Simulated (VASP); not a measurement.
The system is AlN.

```
CELL_PARAMETERS angstrom
2.83285 0.00000 0.00000
-1.41643 2.45332 0.00000
0.00000 0.00000 4.84101
ATOMIC_POSITIONS crystal
Al 0.00000 0.00000 0.00000
Al 0.00000 0.00000 0.50000
N 0.33333 0.66667 0.25000
N 0.66667 0.33333 0.75000
```

Base run:

```yaml
Program: VASP 6.6.1
Functional: r2SCAN
Potentials_or_basis: VASP PAW PBE potentials, release 64 (Al, N)
Cutoff: 520 eV
k_mesh: 9 × 9 × 4
Occupations: gaussian, width 0.01 eV
Spin: no spin polarisation
```

Its results: band gap on the k mesh 5.88 eV, indirect (least direct gap 5.96 eV); pressure -0.8 GPa.

Task: The run is repeated on the same cell with these changes: functional from r2SCAN to PBE. What comes out?

Result: Band gap on the k mesh 5.09 eV, indirect (least direct gap 5.18 eV); pressure 6.0 GPa.

r2SCAN gives the wider gap, since meta-GGAs in the generalised Kohn-Sham scheme recover part of the derivative discontinuity.

Caveats: the PAW data sets were made with another functional, which shifts forces and pressure a little (some runs).

A k mesh can miss the band edges.
